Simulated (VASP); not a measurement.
Set up this calculation in VASP 6.6.1, as the native input.

- Task: single point
- Functional: BLYP
- Dispersion: D4
- Potentials or basis: VASP PAW PBE potentials, release 64 (Br)
- Cutoff: 520 eV
- k mesh: 13 × 13 × 13
- Occupations: gaussian, width 0.025 eV
- Spin: no spin polarisation
- Dipole correction: no
- Further INCAR settings: ALGO = Normal; EDIFF = 1e-07; NBANDS = 10

The structure of Br lies in POSCAR:

```
Br
1.0
   -1.4234917050      1.4234917050      3.5775173700
    1.4234917050     -1.4234917050      3.5775173700
    1.4234917050      1.4234917050     -3.5775173700
Br
1
Direct
    0.0000000000      0.0000000000      0.0000000000
```

These files were run (other wordings do the same):

INCAR

```
PREC = Accurate
ENCUT = 520
EDIFF = 1E-7
ISMEAR = 0
SIGMA = 0.025
LREAL = False
LASPH = True
NELM = 80
ALGO = Normal
ISIF = 2
LWAVE = False
LCHARG = False
GGA = B5
ALDAX = 1.0
AGGAX = 1.0
AGGAC = 1.0
ALDAC = 0.0
IVDW = 13
VDW_S6 = 1.0
VDW_S8 = 2.34076671
VDW_A1 = 0.44488865
VDW_A2 = 4.0933009
NBANDS = 10
```

KPOINTS

```
regular mesh
0
Gamma
  13 13 13
```

Potentials or basis: VASP PAW PBE potentials, release 64 (Br).

The run is started by

```sh
$ cat potpaw_PBE.64/Br/POTCAR > POTCAR
$ mpirun -np 1 vasp_std > vasp.out
```

Results of the run:

```json
{
 "Pressure": "1.3 GPa",
 "Band gap on the k mesh": "zero (an odd number of electrons rules out a gap without spin polarisation)",
 "Dispersion energy per atom": "-0.514 eV"
}
```

Caveat: the PAW data sets were made with another functional, which shifts forces and pressure a little; an odd number of electrons without spin polarisation forces a metal; a magnetic or distorted state may lie lower.

It took 24 s on 1 thread of Intel(R) Xeon(R) 6975P-C (Granite Rapids) (shared host), peak memory 0.21 GiB.
